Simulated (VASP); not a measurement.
# Co (P6_3/mmc) in VASP: a series of runs

The runs below take Co through single point, with revPBE.

Program: VASP 6.6.1. These are calculated values, not measurements. Logs are shortened: lines on timing, memory, paths and dates and some standing lists are left out, and cuts for length are marked.

## (1) The cell of the first run

It takes space group P6_3/mmc (No. 194, hexagonal). The conventional cell has a = 2.421 Å, b = 2.421 Å, c = 3.929 Å, α = 90.00°, β = 90.00°, γ = 120.00°. Co (site symmetry -6m2) has 12 Co at 2.41 to 2.42 Å within 3.2 Å.

## (2) Single point, revPBE, collinear spin, ferromagnetic start

Input file INCAR:

```
SYSTEM = Co
PREC = Accurate
ENCUT = 520
EDIFF = 1E-6
ISMEAR = -1
SIGMA = 0.3
LREAL = .FALSE.
LASPH = .TRUE.
NELM = 150
ALGO = Normal
ISIF = 2
LWAVE = .FALSE.
LCHARG = .TRUE.
ISPIN = 2
MAGMOM = 3.2 3.2
LORBIT = 11
LMAXMIX = 4
GGA = RE
LELF = .TRUE.
LVHAR = .TRUE.
NBANDS = 20
```

Input file KPOINTS:

```
Automatic mesh
0
G
  13 13 7
  0 0 0
```

Input file POSCAR:

```
Co
1.0
    2.4208680830      0.0000000000      0.0000000000
   -1.2104340415      2.0965331650      0.0000000000
    0.0000000000      0.0000000000      3.9294452464
Co
2
Direct
    0.3333333333      0.6666666667      0.2500000000
    0.6666666667      0.3333333333      0.7500000000
```

Potentials or basis: VASP PAW PBE potentials, release 64 (Co).

Launch:

```
cat potpaw_PBE.64/Co/POTCAR > POTCAR
mpirun -np 1 vasp_std > vasp.out
```

OUTCAR:

```text
SYSTEM = Co
   PREC = Accurate
   ENCUT = 520
   EDIFF = 1E-6
   ISMEAR = -1
   LREAL = .FALSE.
   LASPH = .TRUE.
   NELM = 150
   ISIF = 2
   ISPIN = 2
   LORBIT = 11
   GGA = RE

 ion  position               nearest neighbor table
   1  0.333  0.667  0.250-   2 2.41   2 2.41   2 2.41   2 2.41   2 2.41   2 2.41
   2  0.667  0.333  0.750-   1 2.41   1 2.41   1 2.41   1 2.41   1 2.41   1 2.41

  LATTYP: Found a hexagonal cell.
 ALAT       =     2.4208680830
 C/A-ratio  =     1.6231554598

  Lattice vectors:

 A1 = (   2.4208680830,   0.0000000000,   0.0000000000)
 A2 = (  -1.2104340415,   2.0965331650,   0.0000000000)
 A3 = (   0.0000000000,   0.0000000000,   3.9294452464)

Analysis of symmetry for initial positions (statically):
=====================================================================
 Subroutine PRICEL returns:
 Original cell was already a primitive cell.

 Routine SETGRP: Setting up the symmetry group for a
 hexagonal supercell.

 Subroutine GETGRP returns: Found 24 space group operations
 (whereof 12 operations were pure point group operations)
 out of a pool of 24 trial point group operations.

The static configuration has the point symmetry D_3d.
 The point group associated with its full space group is D_6h.

Analysis of symmetry for dynamics (positions and initial velocities):
=====================================================================
 Subroutine PRICEL returns:
 Original cell was already a primitive cell.

 Routine SETGRP: Setting up the symmetry group for a
 hexagonal supercell.

 Subroutine GETGRP returns: Found 24 space group operations
 (whereof 12 operations were pure point group operations)
 out of a pool of 24 trial point group operations.

The dynamic configuration has the point symmetry D_3d.
 The point group associated with its full space group is D_6h.

Analysis of structural, dynamic, and magnetic symmetry:
=====================================================================
 Subroutine PRICEL returns:
 Original cell was already a primitive cell.

 Routine SETGRP: Setting up the symmetry group for a
 hexagonal supercell.

 Subroutine GETGRP returns: Found 24 space group operations
 (whereof 12 operations were pure point group operations)
 out of a pool of 24 trial point group operations.

The overall configuration has the point symmetry D_3d.
 The point group associated with its full space group is D_6h.

 Subroutine INISYM returns: Found 24 space group operations
 (whereof 12 operations are pure point group operations),
 and found     1 'primitive' translations

----------------------------------------------------------------------------------------

                                     Primitive cell

  volume of cell :      19.9436

  direct lattice vectors                    reciprocal lattice vectors
     2.420868083  0.000000000  0.000000000     0.413074966  0.238488953  0.000000000
    -1.210434041  2.096533165  0.000000000     0.000000000  0.476977907  0.000000000
     0.000000000  0.000000000  3.929445246     0.000000000  0.000000000  0.254488850

  length of vectors
     2.420868083  2.420868002  3.929445246     0.476977890  0.476977907  0.254488850

  position of ions in fractional coordinates (direct lattice)
     0.333333333  0.666666667  0.250000000
     0.666666667  0.333333333  0.750000000

  ion indices of the primitive-cell ions
   primitive index   ion index
                 1           1
                 2           2

----------------------------------------------------------------------------------------

 KPOINTS: Automatic mesh

Automatic generation of k-mesh.
 Grid dimensions read from file:
 generate k-points for:   13   13    7

 Generating k-lattice:

  Cartesian coordinates                     Fractional coordinates (reciprocal lattice)
     0.031774997  0.018345304  0.000000000     0.076923077  0.000000000  0.000000000
     0.000000000  0.036690608  0.000000000     0.000000000  0.076923077  0.000000000
     0.000000000  0.000000000  0.036355550     0.000000000  0.000000000  0.142857143

  Length of vectors
     0.036690607  0.036690608  0.036355550

  Shift w.r.t. Gamma in fractional coordinates (k-lattice)
     0.000000000  0.000000000  0.000000000

 Subroutine IBZKPT returns following result:
 ===========================================

 Found     84 irreducible k-points:

 Following reciprocal coordinates:
            Coordinates               Weight
  0.000000  0.000000  0.000000      1.000000
  0.076923  0.000000  0.000000      6.000000
  0.153846  0.000000  0.000000      6.000000
  0.230769  0.000000  0.000000      6.000000
  0.307692  0.000000  0.000000      6.000000
  0.384615  0.000000  0.000000      6.000000
[... 16 lines left out ...]
  0.076923  0.000000  0.142857     12.000000
  0.153846  0.000000  0.142857     12.000000
 [... further k-points ...]
   k-points           NKPTS =     84   k-points in BZ     NKDIM =     84   number of bands    NBANDS=     20
   number of dos      NEDOS =    301   number of ions     NIONS =      2
   total plane-waves  NPLWV =   9720
   dimension x,y,z NGX =    18 NGY =   18 NGZ =   30
   dimension x,y,z NGXF=    36 NGYF=   36 NGZF=   60
   ions per type =               2
   NGX,Y,Z   is equivalent  to a cutoff of  12.36, 12.36, 12.69 a.u.
   NGXF,Y,Z  is equivalent  to a cutoff of  24.72, 24.72, 25.38 a.u.
 SYSTEM =  Co
   PREC   = accura    normal or accurate (medium, high low for compatibility)
   ISTART =      0    job   : 0-new  1-cont  2-samecut
   ICHARG =      2    charge: 1-file 2-atom 10-const
   ISPIN  =      2    spin polarized calculation?
   LNONCOLLINEAR =      F non collinear calculations
   LSORBIT =      F    spin-orbit coupling
   LASPH  =      T    aspherical Exc in radial PAW
   ENCUT  =  520.0 eV  38.22 Ry    6.18 a.u.   4.50  4.50  7.31*2*pi/ulx,y,z
   NELM   =    150;   NELMIN=  2; NELMDL= -5     # of ELM steps
   EDIFF  = 0.1E-05   stopping-criterion for ELM
   LREAL  =      F    real-space projection
   EDIFFG = 0.1E-04   stopping-criterion for IOM
   NSW    =      0    number of steps for IOM
   IBRION =     -1    ionic relax: 0-MD 1-quasi-New 2-CG
   NFREE  =      0    steps in history (QN), initial steepest desc. (CG)
   ISIF   =      2    stress and relaxation
   ISYM   =      2    0-nonsym 1-usesym 2-fastsym
   POTIM  = 0.5000    time-step for ionic-motion
   TEBEG  =    0.0;   TEEND  =   0.0 temperature during run
   PSTRESS=    0.0 pullay stress
   NELECT =      18.0000    total number of electrons
   NUPDOWN=      -1.0000    fix difference up-down
   EMIN   =  10.00;   EMAX   =-10.00  energy-range for DOS
   EFERMI =   0.00;   METHOD = LEGACY
   ISMEAR =    -1;   SIGMA  =   0.30  broadening in eV -4-tet -1-fermi 0-gaus
   EFERMI_NEDOS =   21; number of points for ismear=-14 and -15
   IALGO  =     38    algorithm
   IMIX   =      4    mixing-type and parameters
     AMIX     =   0.40;   BMIX     =  1.00
     AMIX_MAG =   1.60;   BMIX_MAG =  1.00
  volume/ion in A,a.u.               =       9.97        67.29
  Fermi-wavevector in a.u.,A,eV,Ry     =   1.582089  2.989715 34.055467  2.503006
  Thomas-Fermi vector in A             =   2.682065
   LORBIT       =     11    0 simple, 1 ext, 2 COOP (PROOUT), +10 PAW based schemes
   GGA     = RE    functional components
   LHFCALC =     F    Hartree Fock is set to
   AEXX    =    0.0000 exact exchange contribution
   IVDW    =     0    specifies the selected vdW correction
   LEPSILON=     F    determine dielectric tensor
   LRPA    =     F    only Hartree local field effects (RPA)
 spin polarized calculation
  energy-cutoff  :      520.00
  volume of cell :       19.94
 maximum number of plane-waves:       557
 NGX is ok and might be reduce to    18
   NGX =  9   NGY =  9   NGZ = 15

 number of electron      17.9999995 magnetization       2.3895236

 Free energy of the ion-electron system (eV)
  ---------------------------------------------------
  ext. energy  EPLUGINS =         0.00000000
  ---------------------------------------------------
  free energy    TOTEN  =       -13.43655009 eV

  energy without entropy =      -12.59062553  energy(sigma->0) =      -13.01358781

 E-fermi :  11.6291     XC(G=0): -13.8389

 val. band max:       11.6277556378   @ k =   0.0000   0.0000   0.2857
 cond. band min:      11.6415058025   @ k =   0.2308   0.0000   0.2857
 fundamental gap:      0.0137501646
 Fermi energy:        11.6291474305

 spin component 1

 k-point     1 :       0.0000    0.0000    0.0000
  band No.  band energies     occupation
      1       2.1944      1.00000
      2       6.1561      1.00000
      3       9.0042      0.99984
      4       9.0484      0.99982
      5       9.0484      0.99982
      6       9.4079      0.99939
[... 12 lines left out ...]
     19      39.1054      0.00000
     20      39.1054      0.00000
[... 507 lines left out ...]
 k-point    24 :       0.1538    0.0000    0.1429
  band No.  band energies     occupation
      1       3.2649      1.00000
      2       6.6442      1.00000
      3       8.5259      0.99997
      4       8.6370      0.99995
      5       9.0770      0.99980
      6       9.3231      0.99954
[... 12 lines left out ...]
     19      39.8211      0.00000
     20      40.9055      0.00000

 [... further k-points ...]

 spin component 2

 k-point     1 :       0.0000    0.0000    0.0000
  band No.  band energies     occupation
      1       2.1911      1.00000
      2       6.8548      1.00000
      3      10.2184      0.99101
      4      10.2710      0.98931
      5      10.2710      0.98931
      6      10.6726      0.96040
[... 12 lines left out ...]
     19      39.3243      0.00000
     20      39.3243      0.00000
[... 507 lines left out ...]
 k-point    24 :       0.1538    0.0000    0.1429
  band No.  band energies     occupation
      1       3.2693      1.00000
      2       7.3227      1.00000
      3       9.4403      0.99932
      4       9.6655      0.99857
      5      10.2989      0.98827
      6      10.5802      0.97058
[... 12 lines left out ...]
     19      39.9108      0.00000
     20      41.0659      0.00000

 [... further k-points ...]

------------------------ aborting loop because EDIFF is reached ----------------------------------------

  FORCE on cell =-STRESS in cart. coord.  units (eV):
  Direction    XX          YY          ZZ          XY          YZ          ZX
  --------------------------------------------------------------------------------------
  -------------------------------------------------------------------------------------
  Total        3.1185226      3.1185223      2.9891169     -0.0000000      0.0000000      0.0000000
  in kB      250.5274811    250.5274586    240.1316322     -0.0000000      0.0000000      0.0000000
  external PRESSURE =     247.0621906 kB  Pullay stress =       0.0000000 kB

 VOLUME and BASIS-vectors are now :
 -----------------------------------------------------------------------------
  energy-cutoff  :      520.00
  volume of cell :       19.94
      direct lattice vectors                 reciprocal lattice vectors
     2.420868083  0.000000000  0.000000000     0.413074966  0.238488953  0.000000000
    -1.210434041  2.096533165  0.000000000     0.000000000  0.476977907  0.000000000
     0.000000000  0.000000000  3.929445246     0.000000000  0.000000000  0.254488850

 POSITION                                       TOTAL-FORCE (eV/Angst)
 -----------------------------------------------------------------------------------
     -0.00000      1.39769      0.98236        -0.000000      0.000000      0.000000
      1.21043      0.69884      2.94708         0.000000     -0.000000      0.000000
 -----------------------------------------------------------------------------------
    total drift:                                0.000000     -0.000000     -0.000000

  FREE ENERGIE OF THE ION-ELECTRON SYSTEM (eV)
  ---------------------------------------------------
  free  energy   TOTEN  =       -13.4365500935 eV

  energy  without entropy=      -12.5906255283  energy(sigma->0) =      -13.01358781

 total charge

# of ion       s       p       d       tot
------------------------------------------
    1        0.527   0.599   7.327   8.453
    2        0.527   0.599   7.327   8.453
--------------------------------------------------
tot          1.055   1.198  14.654  16.907

 magnetization (x)

# of ion       s       p       d       tot
------------------------------------------
    1       -0.012  -0.041   1.249   1.197
    2       -0.012  -0.041   1.249   1.197
--------------------------------------------------
tot         -0.024  -0.082   2.498   2.393
```

Run time: 44 s. Hardware: 1 thread of AMD EPYC 9R45 (Zen 5), shared host; peak memory 0.14 GiB.

Results:

```yaml
Free_energy: -13.4366 eV
Pressure: 24.7 GPa
Net_moment: 2.39 μB per cell
Site_moments: Co +1.20 μB
Valence_electrons_inside_the_program's_atomic_spheres: Co 8.45
```

Caveat: the cell stands under pressure; so wide a smearing shifts energies and pressures; the PAW data sets were made with another functional, which shifts forces and pressure a little.

## (3) Single point, revPBE, collinear spin, ferromagnetic start

This run uses another cell than the first one, of 10.25 Å³/atom.

Edit INCAR of step 2 so:

```diff
@@ -12,3 +12,3 @@
 LWAVE = .FALSE.
-LCHARG = .TRUE.
+LCHARG = .FALSE.
 ISPIN = 2
@@ -18,4 +18,2 @@
 GGA = RE
-LELF = .TRUE.
-LVHAR = .TRUE.
 NBANDS = 20
```

Input file KPOINTS:

```
regular mesh
0
G
  13 13 7
  0 0 0
```

Input file POSCAR:

```
Co
1.0
    2.4430791226      0.0000000000      0.0000000000
   -1.2215395613      2.1157684886      0.0000000000
    0.0000000000      0.0000000000      3.9654972166
Co
2
Direct
    0.3333333333      0.6666666667      0.2500000000
    0.6666666667      0.3333333333      0.7500000000
```

Potentials or basis: VASP PAW PBE potentials, release 64 (Co).

Launch:

```
cat potpaw_PBE.64/Co/POTCAR > POTCAR
mpirun -np 1 vasp_std > vasp.out
```

It took 43 s on 1 thread of AMD EPYC 9R45 (Zen 5), shared host; peak memory 0.14 GiB.

The run converged. Its results:

```
Free energy                                           : -13.5089 eV
Pressure                                              : 17.5 GPa
Net moment                                            : 2.55 μB per cell
Site moments                                          : Co +1.28 μB
Valence electrons inside the program's atomic spheres : Co 8.39
```

Stress tensor (GPa, compression positive):
```
17.67  0.00  0.00
 0.00 17.67  0.00
 0.00  0.00 17.05
```

Levels at points of the mesh, in eV from the Fermi level:
Spin up:
```tsv
k point	band 7	band 8	band 9	band 10	band 11	band 12	band 13	band 14	band 15	band 16
(0.00, 0.00, 0.00)	-2.22	-1.83	-1.83	-0.64	-0.64	-0.19	6.89	22.43	25.72	25.73
```
Spin down:
```
           k point  band 6  band 7  band 8  band 9  band 10  band 11
(0.00, 0.00, 0.00)   -0.87   -0.87   -0.40   -0.40    -0.24     0.89
```

Caveat: the cell stands under pressure; so wide a smearing shifts energies and pressures; the PAW data sets were made with another functional, which shifts forces and pressure a little.

## (4) Single point, revPBE, collinear spin, ferromagnetic start

This run uses another cell than the first one, of 10.53 Å³/atom.

Input file INCAR:

```
ALGO = Normal
EDIFF = 1E-6
ENCUT = 520
GGA = RE
ISIF = 2
ISMEAR = -1
ISPIN = 2
LASPH = True
LCHARG = False
LMAXMIX = 4
LORBIT = 11
LREAL = False
LWAVE = False
MAGMOM = 3.2 3.2
NBANDS = 20
NELM = 150
PREC = Accurate
SIGMA = 0.3
```

Input file KPOINTS:

```
k-points
0
Gamma
  13 13 7
```

Input file POSCAR:

```
Co
1.0
    2.4648934833      0.0000000000      0.0000000000
   -1.2324467416      2.1346602783      0.0000000000
    0.0000000000      0.0000000000      4.0009053153
Co
2
Direct
    0.3333333333      0.6666666667      0.2500000000
    0.6666666667      0.3333333333      0.7500000000
```

Launch:

```
cat potpaw_PBE.64/Co/POTCAR > POTCAR
mpirun -np 1 vasp_std > vasp.out
```

Wall time 39 s (1 thread of AMD EPYC 9R45 (Zen 5), shared host); peak memory 0.13 GiB.

Results (log left out):

- Free energy: -13.5580 eV
- Pressure: 11.5 GPa
- Net moment: 2.69 μB per cell
- Site moments: Co +1.36 μB
- Valence electrons inside the program's atomic spheres: Co 8.34

Stress tensor (GPa, compression positive):
```
11.63  0.00  0.00
 0.00 11.63  0.00
 0.00  0.00 11.37
```

Levels at points of the mesh, in eV from the Fermi level:
Spin up:
```
           k point  band 8  band 9  band 10  band 11  band 12  band 13  band 14  band 15
(0.00, 0.00, 0.00)   -1.84   -1.84    -0.70    -0.70    -0.17     6.62    22.20    25.21
```
Spin down:
| k point | band 6 | band 7 | band 8 | band 9 | band 10 | band 11 |
| --- | --- | --- | --- | --- | --- | --- |
| (0.00, 0.00, 0.00) | -0.80 | -0.80 | -0.34 | -0.34 | -0.23 | 0.90 |

Caveat: the cell stands under pressure; so wide a smearing shifts energies and pressures; the PAW data sets were made with another functional, which shifts forces and pressure a little.

## (5) The runs side by side

| cell | gap on the mesh (eV) | pressure (GPa) | moment (μB) |
| --- | --- | --- | --- |
| a = 2.421, b = 2.421, c = 3.929 Å, angles 90.0, 90.0, 120.0°, 2 atoms | none | 24.7 | 2.39 |
| a = 2.443, b = 2.443, c = 3.965 Å, angles 90.0, 90.0, 120.0°, 2 atoms | none | 17.5 | 2.55 |
| a = 2.465, b = 2.465, c = 4.001 Å, angles 90.0, 90.0, 120.0°, 2 atoms | none | 11.5 | 2.69 |

Alike in all rows: task single point; level revPBE; potentials or basis VASP PAW PBE potentials, release 64 (Co); spin collinear, ferromagnetic start; k mesh 13 × 13 × 7; cutoff (eV) 520; smearing fermi-dirac 0.3 eV.

Caveats: the cell stands under pressure; so wide a smearing shifts energies and pressures; the PAW data sets were made with another functional, which shifts forces and pressure a little.

Absolute energies hang on the potentials; compare differences alone.
